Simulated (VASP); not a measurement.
# BP (F-43m) in VASP: further runs, part 2 of 2

VASP 6.6.1. Earlier steps stand in the parts before.

## Step 3: Relaxation of cell and atoms, r2SCAN

File POSCAR:

```
BP
1.0
    0.0000000000      2.2690000000      2.2690000000
    2.2690000000      0.0000000000      2.2690000000
    2.2690000000      2.2690000000      0.0000000000
B P
1 1
Direct
    0.0000000000      0.0000000000      0.0000000000
    0.7500000000      0.7500000000      0.7500000000
```

File INCAR.step1:

```
SYSTEM = BP
PREC     = Accurate       ! precision mode
ENCUT    = 550            ! plane-wave cutoff, eV
ISMEAR   = 0              ! smearing method
SIGMA    = 0.02           ! smearing width, eV
LREAL    = .FALSE.        ! projectors in reciprocal space
LASPH    = .TRUE.         ! aspherical terms in the spheres
NELM     = 120            ! most SCF steps
GGA      = PE             ! functional
ALGO     = Normal         ! electronic algorithm
EDIFF    = 1E-5           ! SCF threshold, eV
LWAVE    = .TRUE.         ! write WAVECAR
LCHARG   = .FALSE.        ! write CHGCAR
GGA_COMPAT= .FALSE.      
IBRION   = 2              ! ionic algorithm
ISIF     = 3              ! what is computed and relaxed
EDIFFG   = -0.005         ! ionic threshold
NELMIN   = 4            
NSW      = 100            ! ionic steps
```

File INCAR.step2:

```
SYSTEM = BP
PREC     = Accurate       ! precision mode
ENCUT    = 550            ! plane-wave cutoff, eV
EDIFF    = 1E-7           ! SCF threshold, eV
ISMEAR   = 0              ! smearing method
SIGMA    = 0.02           ! smearing width, eV
LREAL    = .FALSE.        ! projectors in reciprocal space
LASPH    = .TRUE.         ! aspherical terms in the spheres
NELM     = 120            ! most SCF steps
ALGO     = Normal         ! electronic algorithm
ISIF     = 3              ! what is computed and relaxed
LWAVE    = .FALSE.        ! write WAVECAR
LCHARG   = .FALSE.        ! write CHGCAR
METAGGA  = R2SCAN         ! meta-GGA
LMIXTAU  = .TRUE.       
IBRION   = 2              ! ionic algorithm
NSW      = 100            ! ionic steps
EDIFFG   = -0.005         ! ionic threshold
ISTART   = 1            
GGA_COMPAT= .FALSE.      
NELMIN   = 4
```

File KPOINTS:

```
regular mesh
0
G
  10 10 10
  0 0 0
```

Potentials or basis: VASP PAW PBE potentials, release 64 (B, P).

The run is started by

```bash
$ cat potpaw_PBE.64/B/POTCAR potpaw_PBE.64/P/POTCAR > POTCAR
$ cp INCAR.step1 INCAR
$ mpirun -np 1 vasp_std > vasp.out
$ cp INCAR.step2 INCAR
$ mpirun -np 1 vasp_std > vasp.out
```

OUTCAR:

```text
SYSTEM = BP
   PREC = Accurate
   ENCUT = 550
   EDIFF = 1E-7
   ISMEAR = 0
   LREAL = .FALSE.
   LASPH = .TRUE.
   NELM = 120
   ISIF = 3
   METAGGA = R2SCAN
   IBRION = 2
   NSW = 100
   EDIFFG = -0.005
   ISTART = 1
   NELMIN = 4

 ion  position               nearest neighbor table
   1  0.000  0.000  0.000-   2 1.97   2 1.97   2 1.97   2 1.97
   2  0.750  0.750  0.750-   1 1.97   1 1.97   1 1.97   1 1.97

  LATTYP: Found a face centered cubic cell.
 ALAT       =     4.5380000000

  Lattice vectors:

 A1 = (   0.0000000000,   2.2690000000,   2.2690000000)
 A2 = (   2.2690000000,   0.0000000000,   2.2690000000)
 A3 = (   2.2690000000,   2.2690000000,   0.0000000000)

Analysis of symmetry for initial positions (statically):
=====================================================================
 Subroutine PRICEL returns:
 Original cell was already a primitive cell.

 Routine SETGRP: Setting up the symmetry group for a
 face centered cubic supercell.

 Subroutine GETGRP returns: Found 24 space group operations
 (whereof 24 operations were pure point group operations)
 out of a pool of 48 trial point group operations.

The static configuration has the point symmetry T_d .

Analysis of symmetry for dynamics (positions and initial velocities):
=====================================================================
 Subroutine PRICEL returns:
 Original cell was already a primitive cell.

 Routine SETGRP: Setting up the symmetry group for a
 face centered cubic supercell.

 Subroutine GETGRP returns: Found 24 space group operations
 (whereof 24 operations were pure point group operations)
 out of a pool of 48 trial point group operations.

The dynamic configuration has the point symmetry T_d .

 Subroutine INISYM returns: Found 24 space group operations
 (whereof 24 operations are pure point group operations),
 and found     1 'primitive' translations

----------------------------------------------------------------------------------------

                                     Primitive cell

  volume of cell :      23.3633

  direct lattice vectors                    reciprocal lattice vectors
     0.000000000  2.269000000  2.269000000    -0.220361393  0.220361393  0.220361393
     2.269000000  0.000000000  2.269000000     0.220361393 -0.220361393  0.220361393
     2.269000000  2.269000000  0.000000000     0.220361393  0.220361393 -0.220361393

  length of vectors
     3.208850573  3.208850573  3.208850573     0.381677128  0.381677128  0.381677128

  position of ions in fractional coordinates (direct lattice)
     0.000000000  0.000000000  0.000000000
     0.750000000  0.750000000  0.750000000

  ion indices of the primitive-cell ions
   primitive index   ion index
                 1           1
                 2           2

----------------------------------------------------------------------------------------

 KPOINTS: regular mesh

Automatic generation of k-mesh.
 Grid dimensions read from file:
 generate k-points for:   10   10   10

 Generating k-lattice:

[... 42 lines left out ...]
 [... further k-points ...]
   k-points           NKPTS =     47   k-points in BZ     NKDIM =     47   number of bands    NBANDS=      8
   number of dos      NEDOS =    301   number of ions     NIONS =      2
   total plane-waves  NPLWV =  21952
   dimension x,y,z NGX =    28 NGY =   28 NGZ =   28
   dimension x,y,z NGXF=    56 NGYF=   56 NGZF=   56
   ions per type =               1   1
   NGX,Y,Z   is equivalent  to a cutoff of  14.51, 14.51, 14.51 a.u.
   NGXF,Y,Z  is equivalent  to a cutoff of  29.01, 29.01, 29.01 a.u.
 SYSTEM =  BP
   PREC   = accura    normal or accurate (medium, high low for compatibility)
   ISTART =      1    job   : 0-new  1-cont  2-samecut
   ICHARG =      0    charge: 1-file 2-atom 10-const
   ISPIN  =      1    spin polarized calculation?
   LNONCOLLINEAR =      F non collinear calculations
   LSORBIT =      F    spin-orbit coupling
   LASPH  =      T    aspherical Exc in radial PAW
   ENCUT  =  550.0 eV  40.42 Ry    6.36 a.u.   6.14  6.14  6.14*2*pi/ulx,y,z
   NELM   =    120;   NELMIN=  4; NELMDL=  0     # of ELM steps
   EDIFF  = 0.1E-06   stopping-criterion for ELM
   LREAL  =      F    real-space projection
   EDIFFG = -.5E-02   stopping-criterion for IOM
   NSW    =    100    number of steps for IOM
   IBRION =      2    ionic relax: 0-MD 1-quasi-New 2-CG
   NFREE  =      1    steps in history (QN), initial steepest desc. (CG)
   ISIF   =      3    stress and relaxation
   ISYM   =      2    0-nonsym 1-usesym 2-fastsym
   POTIM  = 0.5000    time-step for ionic-motion
   TEBEG  =    0.0;   TEEND  =   0.0 temperature during run
   PSTRESS=    0.0 pullay stress
   NELECT =       8.0000    total number of electrons
   NUPDOWN=      -1.0000    fix difference up-down
   EMIN   =  10.00;   EMAX   =-10.00  energy-range for DOS
   EFERMI =   0.00;   METHOD = LEGACY
   ISMEAR =     0;   SIGMA  =   0.02  broadening in eV -4-tet -1-fermi 0-gaus
   EFERMI_NEDOS =   21; number of points for ismear=-14 and -15
   IALGO  =     38    algorithm
   IMIX   =      4    mixing-type and parameters
     AMIX     =   0.40;   BMIX     =  1.00
     AMIX_MAG =   1.60;   BMIX_MAG =  1.00
  volume/ion in A,a.u.               =      11.68        78.83
  Fermi-wavevector in a.u.,A,eV,Ry     =   1.145320  2.164342 17.847562  1.311759
  Thomas-Fermi vector in A             =   2.282009
   LORBIT       =      0    0 simple, 1 ext, 2 COOP (PROOUT), +10 PAW based schemes
   METAGGA = R2SCAN    functional components
   LHFCALC =     F    Hartree Fock is set to
   AEXX    =    0.0000 exact exchange contribution
   IVDW    =     0    specifies the selected vdW correction
   LEPSILON=     F    determine dielectric tensor
   LRPA    =     F    only Hartree local field effects (RPA)
 conjugate gradient relaxation of ions
 non-spin polarized calculation
 Gauss-broadening in eV      SIGMA  =   0.02
  energy-cutoff  :      550.00
  volume of cell :       23.36
 maximum number of plane-waves:       701
 NGX is ok and might be reduce to    28
   NGX = 13   NGY = 13   NGZ = 13

--------------------------------------- Ionic step        1  -------------------------------------------

 number of electron       8.0000000 magnetization

 Free energy of the ion-electron system (eV)
  ---------------------------------------------------
  ext. energy  EPLUGINS =         0.00000000
  ---------------------------------------------------
  free energy    TOTEN  =       -17.31227764 eV

  energy without entropy =      -17.31227764  energy(sigma->0) =      -17.31227764

------------------------ aborting loop because EDIFF is reached ----------------------------------------

  FORCE on cell =-STRESS in cart. coord.  units (eV):
  Direction    XX          YY          ZZ          XY          YZ          ZX
  --------------------------------------------------------------------------------------
  -------------------------------------------------------------------------------------
  Total       -0.0982178     -0.0982178     -0.0982178      0.0000000      0.0000000     -0.0000000
  in kB       -6.7354589     -6.7354589     -6.7354589      0.0000000      0.0000000     -0.0000000
  external PRESSURE =      -6.7354589 kB  Pullay stress =       0.0000000 kB
[... 59 lines left out ...]
--------------------------------------- Ionic step        3  -------------------------------------------

 number of electron       8.0000000 magnetization

 Free energy of the ion-electron system (eV)
  ---------------------------------------------------
  ext. energy  EPLUGINS =         0.00000000
  ---------------------------------------------------
  free energy    TOTEN  =       -17.31247649 eV

  energy without entropy =      -17.31247649  energy(sigma->0) =      -17.31247649

 E-fermi :   7.5682     XC(G=0): -11.5190

 val. band max:        7.4365895305   @ k =   0.0000   0.0000   0.0000
 cond. band min:       8.8782516646   @ k =   0.4000   0.4000   0.0000
 fundamental gap:      1.4416621341
 Fermi energy:         7.5681771079

 k-point     1 :       0.0000    0.0000    0.0000
  band No.  band energies     occupation
      1      -8.8595      2.00000
      2       7.4366      2.00000
      3       7.4366      2.00000
      4       7.4366      2.00000
      5      11.0835      0.00000
      6      11.0835      0.00000
      7      11.0835      0.00000
      8      15.5121      0.00000
[... 243 lines left out ...]
 k-point    24 :       0.4000    0.3000    0.0000
  band No.  band energies     occupation
      1      -5.7525      2.00000
      2       0.9053      2.00000
      3       3.1643      2.00000
      4       3.7114      2.00000
      5       9.4754      0.00000
      6      11.3853      0.00000
      7      17.6143      0.00000
      8      17.6260      0.00000

 [... further k-points ...]
[... 5 lines left out ...]
  --------------------------------------------------------------------------------------
  -------------------------------------------------------------------------------------
  Total        0.0010183      0.0010183      0.0010183      0.0000000     -0.0000000     -0.0000000
  in kB        0.0701137      0.0701137      0.0701137      0.0000000     -0.0000000     -0.0000000
  external PRESSURE =       0.0701137 kB  Pullay stress =       0.0000000 kB
[... 17 lines left out ...]
  FREE ENERGIE OF THE ION-ELECTRON SYSTEM (eV)
  ---------------------------------------------------
  free  energy   TOTEN  =       -17.3124764894 eV

  energy  without entropy=      -17.3124764894  energy(sigma->0) =      -17.31247649

 reached required accuracy - stopping structural energy minimisation
```

It took 5.5 min on 1 thread of AMD EPYC 7R13, shared host; peak memory 0.13 GiB.

Results:

```
Free energy                            : -17.3125 eV
Relaxed volume                         : 11.63 Å³/atom
Relaxed cell                           : a = 3.205 Å, b = 3.205 Å, c = 3.205 Å, α = 60.00°, β = 60.00°, γ = 60.00°
Space group after relaxing (to 0.05 Å) : F-43m (No. 216)
Energy gained by relaxing              : 0.1 meV/atom
Ionic steps                            : 3
Pressure after relaxing                : 0.0 GPa
Band gap on the k mesh                 : 1.44 eV, indirect (least direct gap 3.65 eV)
```

Step by step:
```csv
step,energy change (eV),largest force (eV/Å),pressure (GPa),volume (Å³)
1,0.0000,0.0000,-0.67,23.36
2,-0.0001,0.0000,0.54,23.20
3,-0.0002,0.0000,0.01,23.27
```

Final structure:
```cif
data_structure
_symmetry_space_group_name_H-M 'P 1'
_symmetry_Int_Tables_number 1
_cell_length_a 3.2045
_cell_length_b 3.2045
_cell_length_c 3.2045
_cell_angle_alpha 60.000
_cell_angle_beta 60.000
_cell_angle_gamma 60.000
_cell_volume 23.27
loop_
_atom_site_label
_atom_site_type_symbol
_atom_site_fract_x
_atom_site_fract_y
_atom_site_fract_z
_atom_site_occupancy
B1 B 0.00000 0.00000 0.00000 1
P1 P 0.75000 0.75000 0.75000 1
```

Caveat: the PAW data sets were made with another functional, which shifts forces and pressure a little. r2SCAN opens gaps a little over a GGA but as a rule still falls short of measured ones.
